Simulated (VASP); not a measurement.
Set up this calculation in VASP 6.6.1, as the native input.

```yaml
Task: single point
Functional: PBE
Potentials_or_basis: VASP PAW PBE potentials, release 64 (Co, W_sv)
Cutoff: 520 eV
k_mesh: 6 × 6 × 2
Occupations: gaussian, width 0.1 eV
Spin: collinear spin, ferromagnetic start
Starting_moments: "[3.0, 3.0, 0.0, 0.0, 0.0, 0.0] μB"
Dipole_correction: no
Further_INCAR_settings: ALGO = Fast; EDIFF = 1e-07; NBANDS = 50
```

The structure of CoW2 lies in POSCAR:

```
CoW2
1.0
    2.7343941400      0.0000000000      0.0000000000
   -1.3671970700      2.3680547900      0.0000000000
    0.0000000000      0.0000000000     13.9360116300
Co W
2 4
Direct
    0.3333333300      0.6666666700      0.7500000000
    0.6666666700      0.3333333300      0.2500000000
    0.3333333300      0.6666666700      0.0833333300
    0.3333333300      0.6666666700      0.4166666700
    0.6666666700      0.3333333300      0.5833333300
    0.6666666700      0.3333333300      0.9166666700
```

These files were run (other wordings do the same):

INCAR

```
ALGO = Fast ; EDIFF = 1E-7
ENCUT = 520 ; GGA = PE
ISIF = 2 ; ISMEAR = 0
ISPIN = 2 ; LASPH = T
LCHARG = T ; LELF = T
LMAXMIX = 4 ; LORBIT = 11
LREAL = F ; LVHAR = T
LWAVE = F ; MAGMOM = 3 3 0 0 0 0
NBANDS = 50 ; NELM = 150
PREC = Accurate ; SIGMA = 0.1
```

KPOINTS

```
k-points
0
Gamma
  6 6 2
```

Potentials or basis: VASP PAW PBE potentials, release 64 (Co, W_sv).

Launch:

```sh
$ cat potpaw_PBE.64/Co/POTCAR potpaw_PBE.64/W_sv/POTCAR > POTCAR
$ mpirun -np 1 vasp_std > vasp.out
```

It gave:

```yaml
Pressure: -0.7 GPa
Largest_force: 2.762 eV/Å
Net_moment: 1.83 μB per cell
Site_moments: Co +0.96; W -0.00 μB
Valence_electrons_inside_the_program's_atomic_spheres: Co 8.03; W 12.12
```

Caveat: the k points lie up to 0.44 Å⁻¹ apart; forces of over 1 eV/Å act on the atoms, so gaps and moduli don't describe the material at rest.

Wall time 4 min on 1 thread of Intel Xeon 6975P-C, with other jobs on the host, peak memory 0.29 GiB.
